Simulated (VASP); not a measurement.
# CuO (Cccm) in VASP: notebook

The runs below take CuO through single point, vibrations by perturbation theory, with PBE, LDA.

All numbers are computed with VASP 6.6.1; they aren't measurements. Logs are shortened: lines on timing, memory, paths and dates and some standing lists are left out, and cuts for length are marked.

## 1. The cell of the first run

Symmetry: Cccm, No. 66, orthorhombic system. The conventional cell has a = 3.982 Å, b = 4.307 Å, c = 5.156 Å, α = 90.00°, β = 90.00°, γ = 90.00°. Cu (site symmetry 2/m) has 4 O at 1.95 Å within 2.6 Å. Within 2.6 Å of O (site symmetry 222) lie 4 Cu at 1.95 Å and 2 O at 2.58 Å.

## 2. Single point, PBE

POSCAR reads:

```
CuO
1.0
    1.9909680000     -2.1535500000      0.0000000000
    1.9909680000      2.1535500000      0.0000000000
    0.0000000000      0.0000000000      5.1559280000
Cu O
2 2
Direct
    0.5000000000      0.0000000000      0.0000000000
    0.0000000000      0.5000000000      0.5000000000
    0.5000000000      0.5000000000      0.2500000000
    0.5000000000      0.5000000000      0.7500000000
```

INCAR.step1 reads:

```
SYSTEM = CuO
PREC = Accurate
ENCUT = 610
EDIFF = 1E-6
ISMEAR = -1
SIGMA = 0.05
LREAL = .FALSE.
LASPH = .TRUE.
NELM = 120
ALGO = Normal
ISIF = 2
LWAVE = .FALSE.
LCHARG = .TRUE.
LMAXMIX = 4
GGA = PE
NBANDS = 33
GGA_COMPAT = .FALSE.
NEDOS = 2001
LORBIT = 11
```

KPOINTS.step1 reads:

```
Automatic mesh
0
G
  5 5 3
  0 0 0
```

INCAR.step2 reads:

```
SYSTEM = CuO
PREC = Accurate
ENCUT = 610
EDIFF = 1E-6
ISMEAR = -5
SIGMA = 0.05
LREAL = .FALSE.
LASPH = .TRUE.
NELM = 120
ALGO = Normal
ISIF = 2
LWAVE = .FALSE.
LCHARG = .FALSE.
LMAXMIX = 4
GGA = PE
LORBIT = 10
NBANDS = 33
NEDOS = 1001
ICHARG = 11
GGA_COMPAT = .FALSE.
```

KPOINTS.step2 reads:

```
Automatic mesh
0
G
  8 8 5
  0 0 0
```

Potentials or basis: VASP PAW PBE potentials, release 64 (Cu_sv_GW, O).

On the command line:

```
$ cat potpaw_PBE.64/Cu_sv_GW/POTCAR potpaw_PBE.64/O/POTCAR > POTCAR
$ cp INCAR.step1 INCAR
$ cp KPOINTS.step1 KPOINTS
$ mpirun -np 1 vasp_std > vasp.out
$ cp INCAR.step2 INCAR
$ cp KPOINTS.step2 KPOINTS
$ mpirun -np 1 vasp_std > vasp.out
```

OUTCAR:

```text
SYSTEM = CuO
   PREC = Accurate
   ENCUT = 610
   EDIFF = 1E-6
   ISMEAR = -5
   LREAL = .FALSE.
   LASPH = .TRUE.
   NELM = 120
   ISIF = 2
   GGA = PE
   LORBIT = 10
   ICHARG = 11

 ion  position               nearest neighbor table
   1  0.500  0.000  0.000-   3 1.95   4 1.95   3 1.95   4 1.95
   2  0.000  0.500  0.500-   3 1.95   4 1.95   3 1.95   4 1.95
   3  0.500  0.500  0.250-   1 1.95   2 1.95   1 1.95   2 1.95
   4  0.500  0.500  0.750-   1 1.95   2 1.95   1 1.95   2 1.95

  LATTYP: Found a base centered orthorhombic cell.
 ALAT       =     3.9819360000
 B/A-ratio  =     1.0816597755
 C/A-ratio  =     1.2948294498

  Lattice vectors:

 A1 = (   1.9909680000,  -2.1535500000,   0.0000000000)
 A2 = (   1.9909680000,   2.1535500000,   0.0000000000)
 A3 = (   0.0000000000,   0.0000000000,   5.1559280000)

Analysis of symmetry for initial positions (statically):
=====================================================================
 Subroutine PRICEL returns:
 Original cell was already a primitive cell.

 Routine SETGRP: Setting up the symmetry group for a
 base centered orthorhombic supercell.

 Subroutine GETGRP returns: Found  8 space group operations
 (whereof  4 operations were pure point group operations)
 out of a pool of  8 trial point group operations.

The static configuration has the point symmetry C_2h.
 The point group associated with its full space group is D_2h.

Analysis of symmetry for dynamics (positions and initial velocities):
=====================================================================
 Subroutine PRICEL returns:
 Original cell was already a primitive cell.

 Routine SETGRP: Setting up the symmetry group for a
 base centered orthorhombic supercell.

 Subroutine GETGRP returns: Found  8 space group operations
 (whereof  4 operations were pure point group operations)
 out of a pool of  8 trial point group operations.

The dynamic configuration has the point symmetry C_2h.
 The point group associated with its full space group is D_2h.

 Subroutine INISYM returns: Found  8 space group operations
 (whereof  4 operations are pure point group operations),
 and found     1 'primitive' translations

----------------------------------------------------------------------------------------

                                     Primitive cell

  volume of cell :      44.2136

  direct lattice vectors                    reciprocal lattice vectors
     1.990968000 -2.153550000  0.000000000     0.251134122 -0.232174781  0.000000000
     1.990968000  2.153550000  0.000000000     0.251134122  0.232174781  0.000000000
     0.000000000  0.000000000  5.155928000     0.000000000  0.000000000  0.193951506

  length of vectors
     2.932870809  2.932870809  5.155928000     0.342013854  0.342013854  0.193951506

  position of ions in fractional coordinates (direct lattice)
     0.500000000  0.000000000  0.000000000
     0.000000000  0.500000000  0.500000000
     0.500000000  0.500000000  0.250000000
     0.500000000  0.500000000  0.750000000

  ion indices of the primitive-cell ions
   primitive index   ion index
                 1           1
                 2           2
                 3           3
                 4           4

----------------------------------------------------------------------------------------

 KPOINTS: Automatic mesh

Automatic generation of k-mesh.
 Grid dimensions read from file:
 generate k-points for:    8    8    5

 Generating k-lattice:

  Cartesian coordinates                     Fractional coordinates (reciprocal lattice)
     0.031391765 -0.029021848  0.000000000     0.125000000  0.000000000  0.000000000
     0.031391765  0.029021848  0.000000000     0.000000000  0.125000000  0.000000000
     0.000000000  0.000000000  0.038790301     0.000000000  0.000000000  0.200000000

  Length of vectors
     0.042751732  0.042751732  0.038790301

  Shift w.r.t. Gamma in fractional coordinates (k-lattice)
     0.000000000  0.000000000  0.000000000

 TETIRR: Found    484 inequivalent tetrahedra from     1920

 Subroutine IBZKPT returns following result:
 ===========================================

 Found     63 irreducible k-points:

 Following reciprocal coordinates:
            Coordinates               Weight
  0.000000  0.000000  0.000000      1.000000
  0.125000 -0.000000  0.000000      4.000000
  0.250000 -0.000000  0.000000      4.000000
  0.375000  0.000000  0.000000      4.000000
  0.500000 -0.000000  0.000000      2.000000
  0.125000  0.125000  0.000000      2.000000
[... 16 lines left out ...]
  0.125000 -0.000000  0.200000      8.000000
  0.250000 -0.000000  0.200000      8.000000
 [... further k-points ...]
   k-points           NKPTS =     63   k-points in BZ     NKDIM =     63   number of bands    NBANDS=     33
   number of dos      NEDOS =   1001   number of ions     NIONS =      4
   total plane-waves  NPLWV =  24192
   dimension x,y,z NGX =    24 NGY =   24 NGZ =   42
   dimension x,y,z NGXF=    48 NGYF=   48 NGZF=   84
   ions per type =               2   2
   NGX,Y,Z   is equivalent  to a cutoff of  13.60, 13.60, 13.54 a.u.
   NGXF,Y,Z  is equivalent  to a cutoff of  27.21, 27.21, 27.08 a.u.
 SYSTEM =  CuO
   PREC   = accura    normal or accurate (medium, high low for compatibility)
   ISTART =      0    job   : 0-new  1-cont  2-samecut
   ICHARG =     11    charge: 1-file 2-atom 10-const
   ISPIN  =      1    spin polarized calculation?
   LNONCOLLINEAR =      F non collinear calculations
   LSORBIT =      F    spin-orbit coupling
   LASPH  =      T    aspherical Exc in radial PAW
   ENCUT  =  610.0 eV  44.83 Ry    6.70 a.u.   5.91  5.91 10.38*2*pi/ulx,y,z
   NELM   =    120;   NELMIN=  2; NELMDL=  0     # of ELM steps
   EDIFF  = 0.1E-05   stopping-criterion for ELM
   LREAL  =      F    real-space projection
   EDIFFG = 0.1E-04   stopping-criterion for IOM
   NSW    =      0    number of steps for IOM
   IBRION =     -1    ionic relax: 0-MD 1-quasi-New 2-CG
   NFREE  =      0    steps in history (QN), initial steepest desc. (CG)
   ISIF   =      2    stress and relaxation
   ISYM   =      2    0-nonsym 1-usesym 2-fastsym
   POTIM  = 0.5000    time-step for ionic-motion
   TEBEG  =    0.0;   TEEND  =   0.0 temperature during run
   PSTRESS=    0.0 pullay stress
   NELECT =      50.0000    total number of electrons
   NUPDOWN=      -1.0000    fix difference up-down
   EMIN   =  10.00;   EMAX   =-10.00  energy-range for DOS
   EFERMI =   0.00;   METHOD = LEGACY
   ISMEAR =    -5;   SIGMA  =   0.05  broadening in eV -4-tet -1-fermi 0-gaus
   EFERMI_NEDOS =   21; number of points for ismear=-14 and -15
   IALGO  =     38    algorithm
   IMIX   =      4    mixing-type and parameters
     AMIX     =   0.40;   BMIX     =  1.00
     AMIX_MAG =   1.60;   BMIX_MAG =  1.00
  volume/ion in A,a.u.               =      11.05        74.59
  Fermi-wavevector in a.u.,A,eV,Ry     =   1.705609  3.223134 39.580735  2.909102
  Thomas-Fermi vector in A             =   2.784798
   LORBIT       =     10    0 simple, 1 ext, 2 COOP (PROOUT), +10 PAW based schemes
   GGA     = PE    functional components
   LHFCALC =     F    Hartree Fock is set to
   AEXX    =    0.0000 exact exchange contribution
   IVDW    =     0    specifies the selected vdW correction
   LEPSILON=     F    determine dielectric tensor
   LRPA    =     F    only Hartree local field effects (RPA)
 non-spin polarized calculation
 Fermi weights with tetrahedron method with Bloechl corrections
  energy-cutoff  :      610.00
  volume of cell :       44.21
 maximum number of plane-waves:      1534

 number of electron      49.9999997 magnetization

 Free energy of the ion-electron system (eV)
  ---------------------------------------------------
  ext. energy  EPLUGINS =         0.00000000
  ---------------------------------------------------
  free energy    TOTEN  =       -19.86208538 eV

  energy without entropy =      -19.86208538  energy(sigma->0) =      -19.86208538

 E-fermi :   4.9391     XC(G=0): -11.6795

 val. band max:        4.9901374060   @ k =   0.5000  -0.0000   0.2000
 cond. band min:       4.8630057534   @ k =   0.1250   0.1250   0.4000
 fundamental gap:     -0.1271316525
 Fermi energy:         4.9390877945

 k-point     1 :       0.0000    0.0000    0.0000
  band No.  band energies     occupation
      1    -107.7664      2.00000
      2    -107.7659      2.00000
      3     -65.2875      2.00000
      4     -65.2872      2.00000
      5     -65.2462      2.00000
      6     -65.2405      2.00000
[... 25 lines left out ...]
     32      19.5192      0.00000
     33      19.9066      0.00000

 k-point     2 :       0.1250   -0.0000    0.0000
  band No.  band energies     occupation
      1    -107.7664      2.00000
      2    -107.7659      2.00000
      3     -65.2893      2.00000
      4     -65.2873      2.00000
      5     -65.2458      2.00000
      6     -65.2407      2.00000
[... 25 lines left out ...]
     32      19.7217      0.00000
     33      20.2558      0.00000

 k-point     3 :       0.2500   -0.0000    0.0000
  band No.  band energies     occupation
      1    -107.7663      2.00000
      2    -107.7660      2.00000
      3     -65.2938      2.00000
      4     -65.2871      2.00000
      5     -65.2449      2.00000
      6     -65.2409      2.00000
[... 25 lines left out ...]
     32      19.4675      0.00000
     33      20.0557      0.00000

 k-point     4 :       0.3750    0.0000    0.0000
  band No.  band energies     occupation
      1    -107.7660      2.00000
      2    -107.7659      2.00000
      3     -65.2982      2.00000
      4     -65.2870      2.00000
      5     -65.2436      2.00000
      6     -65.2413      2.00000
[... 25 lines left out ...]
     32      18.2548      0.00000
     33      20.1776      0.00000

 k-point     5 :       0.5000   -0.0000    0.0000
  band No.  band energies     occupation
      1    -107.7660      2.00000
      2    -107.7659      2.00000
      3     -65.2999      2.00000
      4     -65.2870      2.00000
      5     -65.2427      2.00000
      6     -65.2421      2.00000
[... 604 lines left out ...]
 k-point    22 :       0.0000    0.0000    0.2000
  band No.  band energies     occupation
      1    -107.7664      2.00000
      2    -107.7660      2.00000
      3     -65.2875      2.00000
      4     -65.2872      2.00000
      5     -65.2458      2.00000
      6     -65.2410      2.00000
[... 25 lines left out ...]
     32      19.6063      0.00000
     33      19.8756      0.00000

 k-point    23 :       0.1250   -0.0000    0.2000
  band No.  band energies     occupation
      1    -107.7664      2.00000
      2    -107.7660      2.00000
      3     -65.2893      2.00000
      4     -65.2874      2.00000
      5     -65.2454      2.00000
      6     -65.2411      2.00000
[... 25 lines left out ...]
     32      19.4022      0.00000
     33      20.5348      0.00000

 k-point    24 :       0.2500   -0.0000    0.2000
  band No.  band energies     occupation
      1    -107.7662      2.00000
      2    -107.7658      2.00000
      3     -65.2937      2.00000
      4     -65.2871      2.00000
      5     -65.2444      2.00000
      6     -65.2412      2.00000
[... 25 lines left out ...]
     32      19.4056      0.00000
     33      20.7114      0.00000

 [... further k-points ...]

------------------------ aborting loop because EDIFF is reached ----------------------------------------

  FORCE on cell =-STRESS in cart. coord.  units (eV):
  Direction    XX          YY          ZZ          XY          YZ          ZX
  --------------------------------------------------------------------------------------
  -------------------------------------------------------------------------------------
  Total        0.6399152      0.2137535      0.0668685     -0.0000000      0.0000000      0.0000000
  in kB       23.1887278      7.7458243      2.4231272     -0.0000000      0.0000000      0.0000000
  external PRESSURE =      11.1192264 kB  Pullay stress =       0.0000000 kB

 VOLUME and BASIS-vectors are now :
 -----------------------------------------------------------------------------
  energy-cutoff  :      610.00
  volume of cell :       44.21
      direct lattice vectors                 reciprocal lattice vectors
     1.990968000 -2.153550000  0.000000000     0.251134122 -0.232174781  0.000000000
     1.990968000  2.153550000  0.000000000     0.251134122  0.232174781  0.000000000
     0.000000000  0.000000000  5.155928000     0.000000000  0.000000000  0.193951506

 POSITION                                       TOTAL-FORCE (eV/Angst)
 -----------------------------------------------------------------------------------
      0.99548     -1.07678      0.00000        -0.000000      0.000000      0.000000
      0.99548      1.07678      2.57796         0.000000     -0.000000      0.000000
      1.99097      0.00000      1.28898         0.000000     -0.000000     -0.000000
      1.99097      0.00000      3.86695         0.000000      0.000000     -0.000000
 -----------------------------------------------------------------------------------
    total drift:                                0.000000      0.000000     -0.000000

  FREE ENERGIE OF THE ION-ELECTRON SYSTEM (eV)
  ---------------------------------------------------
  free  energy   TOTEN  =       -19.8620853804 eV

  energy  without entropy=      -19.8620853804  energy(sigma->0) =      -19.86208538

 total charge

# of ion       s       p       d       f       tot
--------------------------------------------------
    1        2.252   6.389   8.864   0.012  17.517
    2        2.252   6.389   8.864   0.012  17.517
    3        1.573   3.383   0.000   0.000   4.956
    4        1.573   3.383   0.000   0.000   4.956
--------------------------------------------------
tot          7.650  19.544  17.729   0.024  44.947
```

Wall time 79 s (1 thread of AMD EPYC 9R45 (Zen 5), shared host); peak memory 0.21 GiB.

Results:

| Property | Result |
| --- | --- |
| Valence electrons inside the program's atomic spheres | Cu 17.52; O 4.96 |

Levels at points of the mesh, in eV from the Fermi level:
```
           k point  band 22  band 23  band 24  band 25  band 26  band 27  band 28  band 29
(0.00, 0.00, 0.00)    -2.35    -2.30    -1.91     0.58     0.76     1.39     6.08     7.25
(0.50, 0.00, 0.00)    -1.88    -1.56    -1.52     0.20     0.46     3.65     5.88     6.36
(0.50, 0.50, 0.00)    -2.33    -1.59    -1.21    -1.16     1.11     2.16     7.18     9.11
```

Caveat: the k points lie up to 0.43 Å⁻¹ apart; semilocal functionals often make such compounds metallic where correlation or magnetic order opens a gap, which also shifts bond lengths.

(Continued in part 2 of 2.)
